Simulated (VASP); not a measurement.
Runs of VASP 6.6.1 on Sb. The structure is that of space group Pm-3m (No. 221), or close to it. The cells are those of the table. 

| cell | k mesh | gap on the mesh (eV) | pressure (GPa) |
| --- | --- | --- | --- |
| a = 3.046 Å, 1 atom | 18 × 18 × 18 | none | (c) |
| a = 3.140 Å, 1 atom | 18 × 18 × 18 | none | -1.6 |
| a = 3.078 Å, 1 atom | 18 × 18 × 18 | none | (b) |
| a = 3.013 Å, 1 atom | 18 × 18 × 18 | none | 6.5 |
| a = 3.093, b = 3.093, c = 3.188 Å, 1 atom | 6 × 6 × 6 | none | -0.1 |
| a = 3.110 Å, 1 atom | 18 × 18 × 18 | none | 0.0 |
| a = 3.171 Å, 1 atom | 18 × 18 × 18 | none | (a) |
| a = 2.980 Å, 1 atom | 18 × 18 × 18 | none | 9.5 |

Alike in all rows: task single point; level PBE; potentials or basis VASP PAW PBE potentials, release 64 (Sb); no spin polarisation; cutoff (eV) 520; smearing gaussian 0.1 eV.

Task: Fill in the values left out.

Result: (a) -2.8; (b) 1.8; (c) 4.0.

Caveats: spin-orbit coupling is left out, which moves the levels of the heavy elements.

A k mesh can miss the band edges, and the runs leave out spin-orbit coupling on Sb.

A gap of «none» marks levels without a gap at the run's occupations.
